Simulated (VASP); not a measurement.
# LiCl (I4/mmm) in VASP: a series of runs, part 2 of 2

VASP 6.6.1. Earlier steps stand in the parts before.

### 7 Single point, PBE (strain +0.080 along x and y, +0.040 along z)

INCAR reads:

```
PREC = Accurate
ENCUT = 520
EDIFF = 1E-6
ISMEAR = 0
SIGMA = 0.05
LREAL = False
LASPH = True
NELM = 80
ALGO = Normal
ISIF = 2
LWAVE = False
LCHARG = True
GGA = PE
LELF = True
LVHAR = True
NBANDS = 12
```

KPOINTS reads:

```
regular mesh
0
Gamma
  8 8 8
```

POSCAR reads:

```
LiCl
1.0
    0.0000000000      2.7699408000      2.6673504000
    2.7699408000      0.0000000000      2.6673504000
    2.7699408000      2.7699408000      0.0000000000
Li Cl
1 1
Direct
    0.0000000000      0.0000000000      0.0000000000
    0.5000000000      0.5000000000      0.5000000000
```

Potentials or basis: VASP PAW PBE potentials, release 64 (Li_sv, Cl).

On the command line:

```
$ cat potpaw_PBE.64/Li_sv/POTCAR potpaw_PBE.64/Cl/POTCAR > POTCAR
$ mpirun -np 1 vasp_std > vasp.out
```

OUTCAR:

```text
PREC = Accurate
   ENCUT = 520
   EDIFF = 1E-6
   ISMEAR = 0
   LREAL = False
   LASPH = True
   NELM = 80
   ISIF = 2
   GGA = PE

 ion  position               nearest neighbor table
   1  0.000  0.000  0.000-
   2  0.500  0.500  0.500-

  LATTYP: Found a body centered tetragonal cell.
 ALAT       =     3.9172878463
 C/A-ratio  =     1.3618352823

  Lattice vectors:

 A1 = (   0.0000000000,  -2.7699408000,  -2.6673504000)
 A2 = (   0.0000000000,   2.7699408000,  -2.6673504000)
 A3 = (   2.7699408000,   0.0000000000,   2.6673504000)

Analysis of symmetry for initial positions (statically):
=====================================================================
 Subroutine PRICEL returns:
 Original cell was already a primitive cell.

 Routine SETGRP: Setting up the symmetry group for a
 body centered tetragonal supercell.

 Subroutine GETGRP returns: Found 16 space group operations
 (whereof 16 operations were pure point group operations)
 out of a pool of 16 trial point group operations.

The static configuration has the point symmetry D_4h.

Analysis of symmetry for dynamics (positions and initial velocities):
=====================================================================
 Subroutine PRICEL returns:
 Original cell was already a primitive cell.

 Routine SETGRP: Setting up the symmetry group for a
 body centered tetragonal supercell.

 Subroutine GETGRP returns: Found 16 space group operations
 (whereof 16 operations were pure point group operations)
 out of a pool of 16 trial point group operations.

The dynamic configuration has the point symmetry D_4h.

 Subroutine INISYM returns: Found 16 space group operations
 (whereof 16 operations are pure point group operations),
 and found     1 'primitive' translations

----------------------------------------------------------------------------------------

                                     Primitive cell

  volume of cell :      40.9309

  direct lattice vectors                    reciprocal lattice vectors
     0.000000000  2.769940800  2.667350400    -0.180509273  0.180509273  0.187451937
     2.769940800  0.000000000  2.667350400     0.180509273 -0.180509273  0.187451937
     2.769940800  2.769940800  0.000000000     0.180509273  0.180509273 -0.187451937

  length of vectors
     3.845429780  3.845429780  3.917287846     0.316710316  0.316710316  0.316710316

  position of ions in fractional coordinates (direct lattice)
     0.000000000  0.000000000  0.000000000
     0.500000000  0.500000000  0.500000000

  ion indices of the primitive-cell ions
   primitive index   ion index
                 1           1
                 2           2

----------------------------------------------------------------------------------------

 KPOINTS: regular mesh

Automatic generation of k-mesh.
 Grid dimensions read from file:
 generate k-points for:    8    8    8

 Generating k-lattice:

  Cartesian coordinates                     Fractional coordinates (reciprocal lattice)
    -0.022563659  0.022563659  0.023431492     0.125000000  0.000000000  0.000000000
     0.022563659 -0.022563659  0.023431492     0.000000000  0.125000000  0.000000000
     0.022563659  0.022563659 -0.023431492    -0.000000000 -0.000000000  0.125000000

  Length of vectors
     0.039588789  0.039588789  0.039588789

  Shift w.r.t. Gamma in fractional coordinates (k-lattice)
     0.000000000  0.000000000  0.000000000

 Subroutine IBZKPT returns following result:
 ===========================================

 Found     59 irreducible k-points:

 Following reciprocal coordinates:
            Coordinates               Weight
  0.000000  0.000000  0.000000      1.000000
  0.125000  0.000000  0.000000      8.000000
  0.250000  0.000000  0.000000      8.000000
  0.375000  0.000000  0.000000      8.000000
  0.500000  0.000000  0.000000      4.000000
  0.125000  0.125000  0.000000      2.000000
[... 16 lines left out ...]
  0.250000  0.000000  0.125000     16.000000
  0.375000  0.000000  0.125000     16.000000
 [... further k-points ...]
   k-points           NKPTS =     59   k-points in BZ     NKDIM =     59   number of bands    NBANDS=     12
   number of dos      NEDOS =    301   number of ions     NIONS =      2
   total plane-waves  NPLWV =  27000
   dimension x,y,z NGX =    30 NGY =   30 NGZ =   30
   dimension x,y,z NGXF=    60 NGYF=   60 NGZF=   60
   ions per type =               1   1
   NGX,Y,Z   is equivalent  to a cutoff of  12.97, 12.97, 12.73 a.u.
   NGXF,Y,Z  is equivalent  to a cutoff of  25.94, 25.94, 25.46 a.u.
 SYSTEM =  unknown system
   PREC   = accura    normal or accurate (medium, high low for compatibility)
   ISTART =      0    job   : 0-new  1-cont  2-samecut
   ICHARG =      2    charge: 1-file 2-atom 10-const
   ISPIN  =      1    spin polarized calculation?
   LNONCOLLINEAR =      F non collinear calculations
   LSORBIT =      F    spin-orbit coupling
   LASPH  =      T    aspherical Exc in radial PAW
   ENCUT  =  520.0 eV  38.22 Ry    6.18 a.u.   7.15  7.15  7.28*2*pi/ulx,y,z
   NELM   =     80;   NELMIN=  2; NELMDL= -5     # of ELM steps
   EDIFF  = 0.1E-05   stopping-criterion for ELM
   LREAL  =      F    real-space projection
   EDIFFG = 0.1E-04   stopping-criterion for IOM
   NSW    =      0    number of steps for IOM
   IBRION =     -1    ionic relax: 0-MD 1-quasi-New 2-CG
   NFREE  =      0    steps in history (QN), initial steepest desc. (CG)
   ISIF   =      2    stress and relaxation
   ISYM   =      2    0-nonsym 1-usesym 2-fastsym
   POTIM  = 0.5000    time-step for ionic-motion
   TEBEG  =    0.0;   TEEND  =   0.0 temperature during run
   PSTRESS=    0.0 pullay stress
   NELECT =      10.0000    total number of electrons
   NUPDOWN=      -1.0000    fix difference up-down
   EMIN   =  10.00;   EMAX   =-10.00  energy-range for DOS
   EFERMI =   0.00;   METHOD = LEGACY
   ISMEAR =     0;   SIGMA  =   0.05  broadening in eV -4-tet -1-fermi 0-gaus
   EFERMI_NEDOS =   21; number of points for ismear=-14 and -15
   IALGO  =     38    algorithm
   IMIX   =      4    mixing-type and parameters
     AMIX     =   0.40;   BMIX     =  1.00
     AMIX_MAG =   1.60;   BMIX_MAG =  1.00
  volume/ion in A,a.u.               =      20.47       138.11
  Fermi-wavevector in a.u.,A,eV,Ry     =   1.023429  1.934001 14.250843  1.047407
  Thomas-Fermi vector in A             =   2.157162
   LORBIT       =      0    0 simple, 1 ext, 2 COOP (PROOUT), +10 PAW based schemes
   GGA     = PE    functional components
   LHFCALC =     F    Hartree Fock is set to
   AEXX    =    0.0000 exact exchange contribution
   IVDW    =     0    specifies the selected vdW correction
   LEPSILON=     F    determine dielectric tensor
   LRPA    =     F    only Hartree local field effects (RPA)
 non-spin polarized calculation
 Gauss-broadening in eV      SIGMA  =   0.05
  energy-cutoff  :      520.00
  volume of cell :       40.93
 maximum number of plane-waves:      1114
 NGX is ok and might be reduce to    30
   NGX = 15   NGY = 15   NGZ = 15

 number of electron      10.0000004 magnetization

 Free energy of the ion-electron system (eV)
  ---------------------------------------------------
  ext. energy  EPLUGINS =         0.00000000
  ---------------------------------------------------
  free energy    TOTEN  =        -7.28899396 eV

  energy without entropy =       -7.28899396  energy(sigma->0) =       -7.28899396

 E-fermi :  -0.4704     XC(G=0):  -7.9227

 val. band max:       -0.6716623652   @ k =   0.0000   0.0000   0.0000
 cond. band min:       4.6807736346   @ k =   0.0000   0.0000   0.0000
 fundamental gap:      5.3524359999
 Fermi energy:        -0.4703655126

 k-point     1 :       0.0000    0.0000    0.0000
  band No.  band energies     occupation
      1     -44.6434      2.00000
      2     -13.5255      2.00000
      3      -0.7688      2.00000
      4      -0.6717      2.00000
      5      -0.6717      2.00000
      6       4.6808      0.00000
      7      10.9305      0.00000
      8      10.9305      0.00000
      9      11.2157      0.00000
     10      12.4641      0.00000
     11      12.4641      0.00000
     12      13.0860      0.00000
[... 331 lines left out ...]
 k-point    24 :       0.3750    0.0000    0.1250
  band No.  band energies     occupation
      1     -44.6426      2.00000
      2     -13.2379      2.00000
      3      -2.3452      2.00000
      4      -1.0427      2.00000
      5      -0.9900      2.00000
      6       6.3922      0.00000
      7       8.5605      0.00000
      8       9.3975      0.00000
      9       9.7469      0.00000
     10      12.6522      0.00000
     11      14.7699      0.00000
     12      15.0598      0.00000

 [... further k-points ...]
[... 5 lines left out ...]
  --------------------------------------------------------------------------------------
  -------------------------------------------------------------------------------------
  Total       -1.0041822     -1.0041822     -0.9874852      0.0000000      0.0000000     -0.0000000
  in kB      -39.3071956    -39.3071956    -38.6536152      0.0000000      0.0000000     -0.0000000
  external PRESSURE =     -39.0893355 kB  Pullay stress =       0.0000000 kB

 VOLUME and BASIS-vectors are now :
 -----------------------------------------------------------------------------
  energy-cutoff  :      520.00
  volume of cell :       40.93
      direct lattice vectors                 reciprocal lattice vectors
     0.000000000  2.769940800  2.667350400    -0.180509273  0.180509273  0.187451937
     2.769940800  0.000000000  2.667350400     0.180509273 -0.180509273  0.187451937
     2.769940800  2.769940800  0.000000000     0.180509273  0.180509273 -0.187451937

 POSITION                                       TOTAL-FORCE (eV/Angst)
 -----------------------------------------------------------------------------------
      0.00000      0.00000      0.00000         0.000000     -0.000000      0.000000
      2.76994      2.76994      2.66735        -0.000000      0.000000     -0.000000
 -----------------------------------------------------------------------------------
    total drift:                                0.000000     -0.000000      0.000000

  FREE ENERGIE OF THE ION-ELECTRON SYSTEM (eV)
  ---------------------------------------------------
  free  energy   TOTEN  =        -7.2889939637 eV

  energy  without entropy=       -7.2889939637  energy(sigma->0) =       -7.28899396
```

It took 23 s on 1 thread of Intel Xeon Platinum 8488C (Sapphire Rapids), shared host; peak memory 0.17 GiB.

Results:

```
Free energy            : -7.2890 eV
Band gap on the k mesh : 5.35 eV, direct
```

Caveat: the cell differs from its parent crystal (strain +0.080 along x and y, +0.040 along z); the cutoff is under 1.25 times the usual one of these potentials, so pressure, stress and relaxed cells hold a basis-set (Pulay) error. A k mesh can miss the band edges.

### 8 Summary

| cell | gap on the mesh (eV) |
| --- | --- |
| a = 3.775, b = 3.775, c = 3.627 Å, angles 61.3, 61.3, 57.4°, 2 atoms | 5.84 |
| a = 3.639, b = 3.639, c = 3.917 Å, angles 57.4, 57.4, 65.1°, 2 atoms | 5.84 |
| a = 3.700, b = 3.700, c = 3.772 Å, angles 59.4, 59.4, 61.3°, 2 atoms | 5.88 |
| a = 3.706, b = 3.706, c = 3.917 Å, angles 58.1, 58.1, 63.8°, 2 atoms | 5.66 |
| a = 3.775, b = 3.775, c = 3.917 Å, angles 58.7, 58.7, 62.5°, 2 atoms | 5.50 |
| a = 3.845, b = 3.845, c = 3.917 Å, angles 59.4, 59.4, 61.2°, 2 atoms | 5.35 |

Alike in all rows: task single point; level PBE; potentials or basis VASP PAW PBE potentials, release 64 (Li_sv, Cl); no spin polarisation; k mesh 8 × 8 × 8; cutoff (eV) 520; smearing gaussian 0.05 eV.

Caveats: the cutoff is under 1.25 times the usual one of these potentials, so pressure, stress and relaxed cells hold a basis-set (Pulay) error.

Absolute energies hang on the potentials; compare differences alone.
